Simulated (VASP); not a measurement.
# NbP (I4_1/amd) in VASP: electric field gradients with PBE

Aim: the electric field gradients of NbP with PBE.

Program: VASP 6.6.1. These are calculated values, not measurements. Logs are shortened: lines on timing, memory, paths and dates and some standing lists are left out, and cuts for length are marked.

## (1) The cell of the first run

The structure is tetragonal, space group I4_1/amd (No. 141). Conventional cell: a = 3.325 Å, b = 3.325 Å, c = 11.380 Å, α = 90.00°, β = 90.00°, γ = 90.00°. Within 3.1 Å of Nb (site symmetry -4m2) lie 4 P at 2.35 Å. Within 3.1 Å of P (site symmetry -4m2) lie 4 Nb at 2.35 Å.

## (2) Electric field gradients, PBE

Contents of INCAR:

```
SYSTEM = NbP
  PREC = Accurate
  ENCUT = 520
  EDIFF = 1E-8
  ISMEAR = -1
  SIGMA = 0.05
  LREAL = .False.
  LASPH = .True.
  NELM = 60
  ALGO = Normal
  ISIF = 2
  LWAVE = .False.
  LCHARG = .False.
  GGA = PE
  LEFG = .True.
  NBANDS = 26
```

Contents of KPOINTS:

```
Automatic mesh
0
Gamma
  17 17 17
  0 0 0
```

Contents of POSCAR:

```
NbP
1.0
   -1.6625000000      1.6625000000      5.6900000000
    1.6625000000     -1.6625000000      5.6900000000
    1.6625000000      1.6625000000     -5.6900000000
Nb P
2 2
Direct
    0.0000000000      0.0000000000      0.0000000000
    0.7500000000      0.2500000000      0.5000000000
    0.5000000000      0.5000000000      0.0000000000
    0.2500000000      0.7500000000      0.5000000000
```

Potentials or basis: VASP PAW PBE potentials, release 64 (Nb_sv, P).

On the command line:

```console
> cat potpaw_PBE.64/Nb_sv/POTCAR potpaw_PBE.64/P/POTCAR > POTCAR
> mpirun -np 1 vasp_std > vasp.out
```

OUTCAR:

```text
SYSTEM = NbP
   PREC = Accurate
   ENCUT = 520
   EDIFF = 1E-8
   ISMEAR = -1
   LREAL = .False.
   LASPH = .True.
   NELM = 60
   ISIF = 2
   GGA = PE

 ion  position               nearest neighbor table
   1  0.000  0.000  0.000-   3 2.35   3 2.35   3 2.35   3 2.35
   2  0.750  0.250  0.500-   4 2.35   4 2.35   4 2.35   4 2.35
   3  0.500  0.500  0.000-   1 2.35   1 2.35   1 2.35   1 2.35
   4  0.250  0.750  0.500-   2 2.35   2 2.35   2 2.35   2 2.35

  LATTYP: Found a body centered tetragonal cell.
 ALAT       =     3.3250000000
 C/A-ratio  =     3.4225563910

  Lattice vectors:

 A1 = (  -1.6625000000,   1.6625000000,   5.6900000000)
 A2 = (   1.6625000000,  -1.6625000000,   5.6900000000)
 A3 = (   1.6625000000,   1.6625000000,  -5.6900000000)

Analysis of symmetry for initial positions (statically):
=====================================================================
 Subroutine PRICEL returns:
 Original cell was already a primitive cell.

 Routine SETGRP: Setting up the symmetry group for a
 body centered tetragonal supercell.

 Subroutine GETGRP returns: Found 16 space group operations
 (whereof  8 operations were pure point group operations)
 out of a pool of 16 trial point group operations.

The static configuration has the point symmetry D_2d.
 The point group associated with its full space group is D_4h.

Analysis of symmetry for dynamics (positions and initial velocities):
=====================================================================
 Subroutine PRICEL returns:
 Original cell was already a primitive cell.

 Routine SETGRP: Setting up the symmetry group for a
 body centered tetragonal supercell.

 Subroutine GETGRP returns: Found 16 space group operations
 (whereof  8 operations were pure point group operations)
 out of a pool of 16 trial point group operations.

The dynamic configuration has the point symmetry D_2d.
 The point group associated with its full space group is D_4h.

 Subroutine INISYM returns: Found 16 space group operations
 (whereof  8 operations are pure point group operations),
 and found     1 'primitive' translations

[... 132 lines left out ...]
 maximum number of plane-waves:      1712
 NGX is ok and might be reduce to    48
   NGX = 23   NGY = 23   NGZ = 23

 number of electron      36.0000000 magnetization

 Free energy of the ion-electron system (eV)
  ---------------------------------------------------
  ext. energy  EPLUGINS =         0.00000000
  ---------------------------------------------------
  free energy    TOTEN  =       -32.08599872 eV

  energy without entropy =      -32.06939263  energy(sigma->0) =      -32.07769567

 E-fermi :  11.2985     XC(G=0): -12.0621

 val. band max:       11.2970623827   @ k =  -0.0588   0.0588   0.0588
 cond. band min:      11.3003898464   @ k =  -0.2941  -0.4118   0.2941
 fundamental gap:      0.0033274637
 Fermi energy:        11.2984887922

 k-point     1 :       0.0000    0.0000    0.0000
  band No.  band energies     occupation
      1     -43.7662      2.00000
      2     -43.7272      2.00000
      3     -19.9393      2.00000
      4     -19.9393      2.00000
      5     -19.9189      2.00000
      6     -19.9189      2.00000
[... 685 lines left out ...]
     25      13.5771      0.00000
     26      15.2397      0.00000

 [... further k-points ...]
[... 5 lines left out ...]
  --------------------------------------------------------------------------------------
  -------------------------------------------------------------------------------------
  Total       13.1865307     13.1865307     -4.3812659      0.0000000      0.0000000      0.0000000
  in kB      335.8501662    335.8501662   -111.5872642      0.0000000      0.0000000      0.0000000
  external PRESSURE =     186.7043561 kB  Pullay stress =       0.0000000 kB

 VOLUME and BASIS-vectors are now :
 -----------------------------------------------------------------------------
  energy-cutoff  :      520.00
  volume of cell :       62.91
      direct lattice vectors                 reciprocal lattice vectors
    -1.662500000  1.662500000  5.690000000     0.000000000  0.300751880  0.087873462
     1.662500000 -1.662500000  5.690000000     0.300751880  0.000000000  0.087873462
     1.662500000  1.662500000 -5.690000000     0.300751880  0.300751880  0.000000000

 POSITION                                       TOTAL-FORCE (eV/Angst)
 -----------------------------------------------------------------------------------
      0.00000      0.00000      0.00000         0.000000      0.000000     -0.000000
     -0.00000      1.66250      2.84500        -0.000000      0.000000     -0.000000
      0.00000      0.00000      5.69000        -0.000000     -0.000000     -0.000000
      1.66250     -0.00000      2.84500        -0.000000     -0.000000      0.000000
 -----------------------------------------------------------------------------------
    total drift:                                0.000000     -0.000000      0.000000

  FREE ENERGIE OF THE ION-ELECTRON SYSTEM (eV)
  ---------------------------------------------------
  free  energy   TOTEN  =       -32.0859987150 eV

  energy  without entropy=      -32.0693926313  energy(sigma->0) =      -32.07769567

 Electric field gradients (V/A^2)
---------------------------------------------------------------------
 ion       V_xx      V_yy      V_zz      V_xy      V_xz      V_yz
---------------------------------------------------------------------
   1     -55.210   -55.210   110.420    -0.000    -0.000    -0.000
   2     -55.210   -55.210   110.420    -0.000    -0.000    -0.000
   3     -57.670   -57.670   115.340     0.000     0.000     0.000
   4     -57.670   -57.670   115.340     0.000     0.000     0.000
---------------------------------------------------------------------

 Electric field gradients after diagonalization (V/A^2)
 (convention: |V_zz| > |V_xx| > |V_yy|)
----------------------------------------------------------------------
 ion       V_xx      V_yy      V_zz     asymmetry (V_yy - V_xx)/ V_zz
----------------------------------------------------------------------
   1     -55.211   -55.210   110.420       0.000
   2     -55.211   -55.210   110.420       0.000
   3     -57.670   -57.670   115.340       0.000
   4     -57.670   -57.670   115.340       0.000
----------------------------------------------------------------------

           NMR quadrupolar parameters

 Cq : quadrupolar parameter    Cq=e*Q*V_zz/h
 eta: asymmetry parameters     (V_yy - V_xx)/ V_zz
 Q  : nuclear electric quadrupole moment in mb (millibarn)
----------------------------------------------------------------------
 ion       Cq(MHz)       eta       Q (mb)
----------------------------------------------------------------------
   1       0.267       0.000       1.000
   2       0.267       0.000       1.000
   3       0.279       0.000       1.000
   4       0.279       0.000       1.000
----------------------------------------------------------------------
```

stdout:

```text
POSCAR found type information on POSCAR NbP
 POSCAR found :  2 types and       4 ions
 scaLAPACK will be used
 LDA part: xc-table for (Slater+PW92), standard interpolation
 POSCAR, INCAR and KPOINTS ok, starting setup
 FFT: planning ... GRIDC
 FFT: planning ... GRID_SOFT
 FFT: planning ... GRID
 WAVECAR not read
 entering main loop
ion   1

ion   2

ion   3

ion   4
```

It took 69 min on 1 thread of AMD EPYC 9755, shared host; peak memory 0.68 GiB.

What came out:

| Quantity | Value |
| --- | --- |
| Free energy | -32.0860 eV |
| Pressure | 18.7 GPa |
| Band gap on the k mesh | zero (bands 18 and 19 overlap by 1.42 eV) |
| Largest electric field gradient by atom | Nb +110.4; P +115.3 V/Å² |

Levels at points of the mesh, in eV from the Fermi level:
```tsv
k point	band 15	band 16	band 17	band 18	band 19	band 20	band 21	band 22
(0.00, 0.00, 0.00)	-1.01	-1.01	-0.82	-0.82	-0.74	-0.27	0.97	1.11
```

Electric field gradients, principal values (V/Å²):
```csv
atom,least,middle,greatest (by size)
1 Nb,-55.210,-55.211,110.420
2 Nb,-55.210,-55.211,110.420
3 P,-57.670,-57.670,115.340
4 P,-57.670,-57.670,115.340
```

Caveat: the stress differs along the axes, from -11 to 34 GPa; without QUAD_EFG the Cq values of the log hold for a quadrupole moment of 1 mb, not for the nuclei.
